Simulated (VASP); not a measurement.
**Si (a cell with a defect): single point with LDA**

Si (a cell with a defect):

```
Si
1.0
    -5.40194   -5.40194    5.40194
     5.40194   -5.40194   -5.40194
     5.40194    5.40194    5.40194
Si
31
Direct
  0.25000 0.75000 0.66954
  0.00581 0.75000 0.99451
  0.49868 0.50086 0.75057
  0.25000 0.50581 0.99451
  0.00068 0.50068 0.25891
  0.74701 0.75000 0.25065
  0.49932 0.75000 0.50823
  0.00086 0.99868 0.75057
  0.75299 0.25299 0.75363
  0.49914 0.24782 0.99971
  0.25000 0.24701 0.25065
  0.00132 0.25218 0.50188
  0.75218 0.50132 0.50188
  0.74782 0.99914 0.99971
  0.49419 0.99419 0.23869
  0.25000 0.99932 0.50823
  0.01248 0.75000 0.73878
  0.49691 0.49711 0.50165
  0.25000 0.51248 0.73878
  0.00777 0.50777 0.00982
  0.75417 0.75000 0.99979
  0.49223 0.75000 0.25205
  0.99711 0.99691 0.50165
  0.74583 0.24583 0.49561
  0.50289 0.24979 0.75453
  0.25000 0.25417 0.99979
  0.00309 0.25021 0.25474
  0.75021 0.50309 0.25474
  0.74979 0.00289 0.75453
  0.48752 0.98752 0.97630
  0.25000 0.99223 0.25205
```

```
Program                : VASP 6.6.1
Task                   : single point
Functional             : LDA
Potentials or basis    : VASP PAW LDA potentials, release 64 (Si)
Cutoff                 : 520 eV
k mesh                 : 2 × 2 × 2, shifted
Occupations            : gaussian, width 0.02 eV
Spin                   : no spin polarisation
Dipole correction      : no
Charge                 : 2
Further INCAR settings : LREAL = Auto; ALGO = Normal; EDIFF = 1e-06; NBANDS = 83; NELECT = 122.0
```

- Largest force: 0.785 eV/Å

Forces on the atoms (eV/Å):
```
Si   0.453  0.453  0.453
Si  -0.016 -0.016 -0.050
Si   0.006  0.048 -0.009
Si  -0.050 -0.016 -0.016
Si  -0.138  0.042 -0.138
Si  -0.026 -0.026 -0.002
Si  -0.138 -0.138  0.042
Si  -0.009  0.048  0.006
Si  -0.026 -0.002 -0.026
Si  -0.009  0.006  0.048
Si  -0.002 -0.026 -0.026
Si   0.006 -0.009  0.048
Si   0.048 -0.009  0.006
Si   0.048  0.006 -0.009
Si  -0.016 -0.050 -0.016
Si   0.042 -0.138 -0.138
Si  -0.004 -0.004  0.006
Si  -0.033  0.028  0.007
Si   0.006 -0.004 -0.004
Si  -0.062 -0.034 -0.062
Si  -0.001 -0.001 -0.019
Si  -0.062 -0.062 -0.034
Si   0.007  0.028 -0.033
Si  -0.001 -0.019 -0.001
Si   0.007 -0.033  0.028
Si  -0.019 -0.001 -0.001
Si  -0.033  0.007  0.028
Si   0.028  0.007 -0.033
Si   0.028 -0.033  0.007
Si  -0.004  0.006 -0.004
Si  -0.034 -0.062 -0.062
```

Levels at points of the mesh, in eV from the Fermi level:
```tsv
k point	band 58	band 59	band 60	band 61	band 62	band 63	band 64	band 65
(0.25, 0.25, 0.25)	-0.19	-0.19	-0.10	-0.10	0.71	0.71	0.90	1.90
```

It took 82 s on 1 thread of AMD EPYC 9R45 (Zen 5), with other jobs on the host, peak memory 0.46 GiB.

Caveat: the cell carries a net charge on a neutralising background, which shifts energy and pressure; the cell is charged against a uniform background, so pressure and absolute levels hang on convention.
